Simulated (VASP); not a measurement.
Write the native input for VASP 6.6.1 that does the following.

```yaml
Task: single point
Functional: PBE
Dispersion: D3(BJ)
Potentials_or_basis: VASP PAW PBE potentials, release 64 (K_sv, Mg, F)
Cutoff: 520 eV
k_mesh: 6 × 6 × 6
Occupations: gaussian, width 0.01 eV
Spin: no spin polarisation
Dipole_correction: no
Further_INCAR_settings: ALGO = Normal; EDIFF = 1e-07; NBANDS = 24
```

The structure of KMgF3 lies in POSCAR:

```
KMgF3
1.0
    3.6396925474      0.0000000000      0.0000000000
    0.0000000000      3.6396925474      0.0000000000
    0.0000000000      0.0000000000      3.6396925474
K Mg F
1 1 3
Direct
    0.5000000000      0.5000000000      0.5000000000
    0.0000000000      0.0000000000      0.0000000000
    0.5000000000      0.0000000000      0.0000000000
    0.0000000000      0.5000000000      0.0000000000
    0.0000000000      0.0000000000      0.5000000000
```

These files were run (other wordings do the same):

INCAR

```
SYSTEM = KMgF3
  ALGO = Normal
  EDIFF = 1E-7
  ENCUT = 520
  GGA = PE
  ISIF = 2
  ISMEAR = 0
  IVDW = 12
  LASPH = .TRUE.
  LCHARG = .FALSE.
  LREAL = .FALSE.
  LWAVE = .FALSE.
  NBANDS = 24
  NELM = 100
  PREC = Accurate
  SIGMA = 0.01
```

KPOINTS

```
k-points
0
G
  6 6 6
  0 0 0
```

Potentials or basis: VASP PAW PBE potentials, release 64 (K_sv, Mg, F).

Launch:

```bash
$ cat potpaw_PBE.64/K_sv/POTCAR potpaw_PBE.64/Mg/POTCAR potpaw_PBE.64/F/POTCAR > POTCAR
$ mpirun -np 1 vasp_std > vasp.out
```

Results of the run:

The pressure is 40.5 GPa. The band gap on the k mesh is 9.75 eV (least direct gap 10.03 eV) and the dispersion energy per atom is -0.219 eV.

Caveat: the cell stands under pressure.

It took 26 s on 1 thread of Intel Xeon 8259CL, with other jobs on the host, peak memory 0.18 GiB.
